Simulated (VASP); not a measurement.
# MoW14 (a cell with a defect) in VASP: further runs

The runs below take MoW14 (a cell with a defect) through single point, with PBEsol.

Program: VASP 6.6.1. These are calculated values, not measurements. Logs are shortened: lines on timing, memory, paths and dates and some standing lists are left out, and cuts for length are marked.

## Step 1: The cell of the first run

The cell holds a defect, 15 atoms: a = 6.320 Å, b = 6.320 Å, c = 6.320 Å, α = 90.00°, β = 90.00°, γ = 90.00°.

## Step 2: Single point, PBEsol

INCAR

```
SYSTEM = MoW14
PREC = Accurate ; ENCUT = 520
EDIFF = 1E-6 ; ISMEAR = 0
SIGMA = 0.1 ; LREAL = Auto
LASPH = .TRUE. ; NELM = 60
ALGO = Normal ; ISIF = 2
LWAVE = .FALSE. ; LCHARG = .FALSE.
GGA = PS ; NBANDS = 118
```

KPOINTS

```
regular mesh
0
G
  3 3 3
  0 0 0
```

POSCAR

```
MoW14
1.0
    6.3200000000      0.0000000000      0.0000000000
    0.0000000000      6.3200000000      0.0000000000
    0.0000000000      0.0000000000      6.3200000000
Mo W
1 14
Direct
   -0.0940816456      0.0937305380     -0.0943218354
    0.4956632911     -0.0032591772      0.0026677215
    0.0029079114      0.5039856013      0.0026678797
    0.0029079114     -0.0032591772      0.4954229430
    0.2480748418      0.2509984177      0.2478346519
    0.5045439873      0.4951049051     -0.0025748418
    0.5045441456      0.0019835443      0.5043037975
    0.7446901899      0.2549585443      0.2588431962
   -0.0023346519      0.4951047468      0.5043039557
    0.2453642405      0.7542844937      0.2451242089
    0.2590832278      0.2549585443      0.7444501582
    0.4991450949      0.5005036392      0.4989050633
    0.7486504747      0.7515740506      0.2478346519
    0.2480748418      0.7515740506      0.7484102848
    0.7446903481      0.7405655063      0.7444501582
```

Potentials or basis: VASP PAW PBE potentials, release 64 (Mo_sv, W_sv).

Started as:

```sh
cat potpaw_PBE.64/Mo_sv/POTCAR potpaw_PBE.64/W_sv/POTCAR > POTCAR
mpirun -np 1 vasp_std > vasp.out
```

OUTCAR:

```text
SYSTEM = MoW14
   PREC = Accurate
   ENCUT = 520
   EDIFF = 1E-6
   ISMEAR = 0
   LREAL = Auto
   LASPH = .TRUE.
   NELM = 60
   ISIF = 2
   GGA = PS

 ion  position               nearest neighbor table
   1  0.906  0.094  0.906-  11 2.66  15 2.66   8 2.66   3 2.73   2 2.73   4 2.73   5 3.22  13 3.22
                            14 3.22
   2  0.496  0.997  0.003-  10 2.68  13 2.71  14 2.73   5 2.73   1 2.73  11 2.75  15 2.79   8 2.79
                             7 3.15   6 3.15   6 3.17   7 3.17
   3  0.003  0.504  0.003-  10 2.68   5 2.71  13 2.73  14 2.73   1 2.73  15 2.75  11 2.79   8 2.79
                             6 3.15   9 3.15   6 3.17   9 3.17
   4  0.003  0.997  0.495-  10 2.68  14 2.71  13 2.73   5 2.73   1 2.73   8 2.75  15 2.79  11 2.79
                             7 3.15   9 3.15   9 3.17   7 3.17
   5  0.248  0.251  0.248-   3 2.71   4 2.73   2 2.73   6 2.74   9 2.74  12 2.74   7 2.78  10 3.14
                             8 3.14  11 3.14  10 3.18  11 3.18   8 3.18   1 3.22
   6  0.505  0.495  0.997-  15 2.70  11 2.70   8 2.71  13 2.74   5 2.74  14 2.78  10 2.80   3 3.15
                             2 3.15  12 3.15  12 3.17   2 3.17   3 3.17
   7  0.505  0.002  0.504-   8 2.70  11 2.70  15 2.71  13 2.74  14 2.74   5 2.78  10 2.80   4 3.15
                             2 3.15  12 3.15  12 3.17   2 3.17   4 3.17
   8  0.745  0.255  0.259-   1 2.66  12 2.67   7 2.70   9 2.70   6 2.71   4 2.75   3 2.79   2 2.79
                             5 3.14  13 3.14  13 3.18   5 3.18
   9  0.998  0.495  0.504-  15 2.70   8 2.70  11 2.71  14 2.74   5 2.74  13 2.78  10 2.80   3 3.15
                             4 3.15  12 3.15  12 3.17   3 3.17   4 3.17
  10  0.245  0.754  0.245-   4 2.68   3 2.68   2 2.68  12 2.78   6 2.80   9 2.80   7 2.80  13 3.14
                             5 3.14  14 3.14  14 3.18   5 3.18  13 3.18
  11  0.259  0.255  0.744-   1 2.66  12 2.67   6 2.70   7 2.70   9 2.71   2 2.75   3 2.79   4 2.79
                            14 3.14   5 3.14   5 3.18  14 3.18
  12  0.499  0.501  0.499-  11 2.67   8 2.67  15 2.67   5 2.74  14 2.74  13 2.74  10 2.78   6 3.15
                             7 3.15   9 3.15   9 3.17   6 3.17   7 3.17
  13  0.749  0.752  0.248-   2 2.71   4 2.73   3 2.73   7 2.74   6 2.74  12 2.74   9 2.78  10 3.14
                            15 3.14   8 3.14  10 3.18  15 3.18   8 3.18   1 3.22
  14  0.248  0.752  0.748-   4 2.71   2 2.73   3 2.73   9 2.74   7 2.74  12 2.74   6 2.78  10 3.14
                            11 3.14  15 3.14  10 3.18  11 3.18  15 3.18   1 3.22
  15  0.745  0.741  0.744-   1 2.66  12 2.67   6 2.70   9 2.70   7 2.71   3 2.75   2 2.79   4 2.79
                            13 3.14  14 3.14  14 3.18  13 3.18

  LATTYP: Found a simple cubic cell.
 ALAT       =     6.3200000000

  Lattice vectors:

 A1 = (   6.3200000000,   0.0000000000,   0.0000000000)
 A2 = (   0.0000000000,   6.3200000000,   0.0000000000)
 A3 = (   0.0000000000,   0.0000000000,   6.3200000000)

Analysis of symmetry for initial positions (statically):
=====================================================================
 Subroutine PRICEL returns:
 Original cell was already a primitive cell.

 Routine SETGRP: Setting up the symmetry group for a
 simple cubic supercell.

 Subroutine GETGRP returns: Found  6 space group operations
 (whereof  1 operations were pure point group operations)
 out of a pool of 48 trial point group operations.

The static configuration has the point symmetry C_1 .
 The point group associated with its full space group is C_3v.

Analysis of symmetry for dynamics (positions and initial velocities):
=====================================================================
 Subroutine PRICEL returns:
 Original cell was already a primitive cell.

 Routine SETGRP: Setting up the symmetry group for a
 simple cubic supercell.

 Subroutine GETGRP returns: Found  6 space group operations
 (whereof  1 operations were pure point group operations)
 out of a pool of 48 trial point group operations.

The dynamic configuration has the point symmetry C_1 .
 The point group associated with its full space group is C_3v.

 Subroutine INISYM returns: Found  6 space group operations
 (whereof  1 operations are pure point group operations),
 and found     1 'primitive' translations

----------------------------------------------------------------------------------------

                                     Primitive cell

  volume of cell :     252.4360

[... 60 lines left out ...]

  Shift w.r.t. Gamma in fractional coordinates (k-lattice)
     0.000000000  0.000000000  0.000000000

 Subroutine IBZKPT returns following result:
 ===========================================

 Found      6 irreducible k-points:

 Following reciprocal coordinates:
            Coordinates               Weight
  0.000000  0.000000  0.000000      1.000000
  0.333333  0.000000  0.000000      6.000000
  0.333333  0.333333  0.000000      6.000000
  0.333333  0.000000  0.333333      6.000000
  0.333333  0.333333  0.333333      6.000000
  0.333333 -0.333333  0.333333      2.000000
   k-points           NKPTS =      6   k-points in BZ     NKDIM =      6   number of bands    NBANDS=    118
   number of dos      NEDOS =    301   number of ions     NIONS =     15
   total plane-waves  NPLWV = 110592
   dimension x,y,z NGX =    48 NGY =   48 NGZ =   48
   dimension x,y,z NGXF=    96 NGYF=   96 NGZF=   96
   ions per type =               1  14
   NGX,Y,Z   is equivalent  to a cutoff of  12.63, 12.63, 12.63 a.u.
   NGXF,Y,Z  is equivalent  to a cutoff of  25.25, 25.25, 25.25 a.u.
 SYSTEM =  MoW14
   PREC   = accura    normal or accurate (medium, high low for compatibility)
   ISTART =      0    job   : 0-new  1-cont  2-samecut
   ICHARG =      2    charge: 1-file 2-atom 10-const
   ISPIN  =      1    spin polarized calculation?
   LNONCOLLINEAR =      F non collinear calculations
   LSORBIT =      F    spin-orbit coupling
   LASPH  =      T    aspherical Exc in radial PAW
   ENCUT  =  520.0 eV  38.22 Ry    6.18 a.u.  11.75 11.75 11.75*2*pi/ulx,y,z
   NELM   =     60;   NELMIN=  2; NELMDL= -5     # of ELM steps
   EDIFF  = 0.1E-05   stopping-criterion for ELM
   LREAL  =      T    real-space projection
   EDIFFG = 0.1E-04   stopping-criterion for IOM
   NSW    =      0    number of steps for IOM
   IBRION =     -1    ionic relax: 0-MD 1-quasi-New 2-CG
   NFREE  =      0    steps in history (QN), initial steepest desc. (CG)
   ISIF   =      2    stress and relaxation
   ISYM   =      2    0-nonsym 1-usesym 2-fastsym
   POTIM  = 0.5000    time-step for ionic-motion
   TEBEG  =    0.0;   TEEND  =   0.0 temperature during run
   PSTRESS=    0.0 pullay stress
   NELECT =     210.0000    total number of electrons
   NUPDOWN=      -1.0000    fix difference up-down
   EMIN   =  10.00;   EMAX   =-10.00  energy-range for DOS
   EFERMI =   0.00;   METHOD = LEGACY
   ISMEAR =     0;   SIGMA  =   0.10  broadening in eV -4-tet -1-fermi 0-gaus
   EFERMI_NEDOS =   21; number of points for ismear=-14 and -15
   IALGO  =     38    algorithm
   IMIX   =      4    mixing-type and parameters
     AMIX     =   0.40;   BMIX     =  1.00
     AMIX_MAG =   1.60;   BMIX_MAG =  1.00
  volume/ion in A,a.u.               =      16.83       113.57
  Fermi-wavevector in a.u.,A,eV,Ry     =   1.539681  2.909576 32.254225  2.370619
  Thomas-Fermi vector in A             =   2.645875
   LORBIT       =      0    0 simple, 1 ext, 2 COOP (PROOUT), +10 PAW based schemes
   GGA     = PS    functional components
   LHFCALC =     F    Hartree Fock is set to
   AEXX    =    0.0000 exact exchange contribution
   IVDW    =     0    specifies the selected vdW correction
   LEPSILON=     F    determine dielectric tensor
   LRPA    =     F    only Hartree local field effects (RPA)
 non-spin polarized calculation
 Gauss-broadening in eV      SIGMA  =   0.10
  energy-cutoff  :      520.00
  volume of cell :      252.44
 maximum number of plane-waves:      6859
 NGX is ok and might be reduce to    48
   NGX = 23   NGY = 23   NGZ = 23

 number of electron     210.0000015 magnetization

 Free energy of the ion-electron system (eV)
  ---------------------------------------------------
  ext. energy  EPLUGINS =         0.00000000
  ---------------------------------------------------
  free energy    TOTEN  =      -199.92617882 eV

  energy without entropy =     -199.87072771  energy(sigma->0) =     -199.89845326

 E-fermi :  10.2108     XC(G=0): -13.3299

 val. band max:       10.1641458426   @ k =   0.3333   0.0000   0.0000
 cond. band min:      10.2222102712   @ k =   0.0000   0.0000   0.0000
 fundamental gap:      0.0580644286
 Fermi energy:        10.2107582393

 k-point     1 :       0.0000    0.0000    0.0000
  band No.  band energies     occupation
      1     -63.6837      2.00000
      2     -63.6214      2.00000
      3     -63.6214      2.00000
      4     -63.6100      2.00000
      5     -63.6100      2.00000
      6     -63.5838      2.00000
[... 709 lines left out ...]
    116      12.2153      0.00000
    117      12.2667      0.00000
 [bands above 117 left out]

------------------------ aborting loop because EDIFF is reached ----------------------------------------

  FORCE on cell =-STRESS in cart. coord.  units (eV):
  Direction    XX          YY          ZZ          XY          YZ          ZX
  --------------------------------------------------------------------------------------
  -------------------------------------------------------------------------------------
  Total      -11.5423389    -11.5423389    -11.5423389      3.1491969      3.1491969     -3.1491969
  in kB      -73.2576814    -73.2576814    -73.2576814     19.9875314     19.9875314    -19.9875314
  external PRESSURE =     -73.2576814 kB  Pullay stress =       0.0000000 kB

 VOLUME and BASIS-vectors are now :
 -----------------------------------------------------------------------------
  energy-cutoff  :      520.00
  volume of cell :      252.44
      direct lattice vectors                 reciprocal lattice vectors
     6.320000000  0.000000000  0.000000000     0.158227848  0.000000000  0.000000000
     0.000000000  6.320000000  0.000000000     0.000000000  0.158227848  0.000000000
     0.000000000  0.000000000  6.320000000     0.000000000  0.000000000  0.158227848

 POSITION                                       TOTAL-FORCE (eV/Angst)
 -----------------------------------------------------------------------------------
      5.72540      0.59238      5.72389         0.007044     -0.007044      0.007044
      3.13259      6.29940      0.01686        -0.007012      0.004211     -0.004211
      0.01838      3.18519      0.01686        -0.004211      0.007012     -0.004211
      0.01838      6.29940      3.13107        -0.004211      0.004211     -0.007012
      1.56783      1.58631      1.56632        -0.017933     -0.004635     -0.017933
      3.18872      3.12906      6.30373         0.011734     -0.011734      0.015084
      3.18872      0.01254      3.18720         0.011734     -0.015084      0.011734
      4.70644      1.61134      1.63589        -0.004727      0.004727     -0.000815
      6.30524      3.12906      3.18720         0.015084     -0.011734      0.011734
      1.55070      4.76708      1.54919        -0.009726      0.009726     -0.009726
      1.63741      1.61134      4.70492        -0.000815      0.004727     -0.004727
      3.15460      3.16318      3.15308         0.021066     -0.021066      0.021066
      4.73147      4.74995      1.56632         0.004635      0.017933     -0.017933
      1.56783      4.74995      4.72995        -0.017933      0.017933      0.004635
      4.70644      4.68037      4.70492        -0.004727      0.000815     -0.004727
 -----------------------------------------------------------------------------------
    total drift:                                0.004934      0.001046      0.000833

  FREE ENERGIE OF THE ION-ELECTRON SYSTEM (eV)
  ---------------------------------------------------
  free  energy   TOTEN  =      -199.9261788196 eV

  energy  without entropy=     -199.8707277067  energy(sigma->0) =     -199.89845326
```

Run time: 2.9 min. Hardware: 1 thread of Intel Xeon 6975P-C (Granite Rapids), shared host; peak memory 0.38 GiB.

What came out:

```yaml
Free_energy: -199.9262 eV
Pressure: -7.3 GPa
Largest_force: 0.036 eV/Å
```

Forces in eV/Å, atoms in the order of the input:
```
Mo   0.007 -0.007  0.007
W   -0.007  0.004 -0.004
W   -0.004  0.007 -0.004
W   -0.004  0.004 -0.007
W   -0.018 -0.005 -0.018
W    0.012 -0.012  0.015
W    0.012 -0.015  0.012
W   -0.005  0.005 -0.001
W    0.015 -0.012  0.012
W   -0.010  0.010 -0.010
W   -0.001  0.005 -0.005
W    0.021 -0.021  0.021
W    0.005  0.018 -0.018
W   -0.018  0.018  0.005
W   -0.005  0.001 -0.005
```

Caveat: the PAW data sets were made with another functional, which shifts forces and pressure a little; spin-orbit coupling is left out, which moves the levels of the heavy elements.

## Step 3: Single point, PBEsol

INCAR

```
SYSTEM = MoW14
PREC = Accurate
ENCUT = 520
EDIFF = 1E-6
ISMEAR = 0
SIGMA = 0.1
LREAL = Auto
LASPH = .TRUE.
NELM = 100
ALGO = Normal
ISIF = 2
LWAVE = .FALSE.
LCHARG = .FALSE.
GGA = PS
NBANDS = 118
```

KPOINTS is that of step 2.

POSCAR

```
MoW14
1.0
    6.3200000000      0.0000000000      0.0000000000
    0.0000000000      6.3200000000      0.0000000000
    0.0000000000      0.0000000000      6.3200000000
Mo W
1 14
Direct
   -0.1452917722      0.1450575949     -0.1454518987
    0.4906832278     -0.0046300633      0.0042359177
    0.0043958861      0.5090827532      0.0042359177
    0.0043960443     -0.0046300633      0.4905231013
    0.2449101266      0.2477634494      0.2447500000
    0.5022642405      0.4975017405     -0.0001784810
    0.5022642405     -0.0002156646      0.5021041139
    0.7463488924      0.2534169304      0.2542784810
   -0.0000185127      0.4975017405      0.5021041139
    0.2508009494      0.7489650316      0.2506408228
    0.2544386076      0.2534169304      0.7461887658
    0.5028295886      0.4969362342      0.5026694620
    0.7520025316      0.7548558544      0.2447500000
    0.2449099684      0.7548558544      0.7518424051
    0.7463488924      0.7453273734      0.7461889241
```

Potentials or basis: VASP PAW PBE potentials, release 64 (Mo_sv, W_sv).

Started as:

```sh
cat potpaw_PBE.64/Mo_sv/POTCAR potpaw_PBE.64/W_sv/POTCAR > POTCAR
mpirun -np 1 vasp_std > vasp.out
```

Wall time 6.5 min (1 thread of Intel Xeon 6975P-C, shared host); peak memory 0.39 GiB.

It converged, with:

```yaml
Free_energy: -199.9460 eV
Pressure: -7.4 GPa
Largest_force: 0.228 eV/Å
Band_gap_on_the_k_mesh: zero (band 105 reaches 10.24 eV, above the bottom of band 106 at 10.23 eV)
```

Forces in eV/Å, atoms in the order of the input:
```
Mo   0.132 -0.132  0.132
W    0.006  0.018 -0.018
W   -0.018 -0.006 -0.018
W   -0.018  0.018  0.006
W   -0.003  0.014 -0.003
W   -0.002  0.002 -0.021
W   -0.002  0.021 -0.002
W   -0.006  0.006 -0.001
W   -0.021  0.002 -0.002
W   -0.026  0.026 -0.026
W   -0.001  0.006 -0.006
W   -0.016  0.016 -0.016
W   -0.014  0.003 -0.003
W   -0.003  0.003 -0.014
W   -0.006  0.001 -0.006
```

Stress tensor (GPa, compression positive):
```
-7.37  1.87 -1.87
 1.87 -7.37  1.87
-1.87  1.87 -7.37
```

Levels at points of the mesh, in eV from the Fermi level:
```tsv
k point	band 101	band 102	band 103	band 104	band 105	band 106	band 107	band 108	band 109	band 110
(0.00, 0.00, 0.00)	-0.21	-0.21	-0.06	0.05	0.05	0.79	0.79	0.87	1.05	1.05
```

Caveat: the PAW data sets were made with another functional, which shifts forces and pressure a little; spin-orbit coupling is left out, which moves the levels of the heavy elements.

(Part 1 of 2 ends here.)
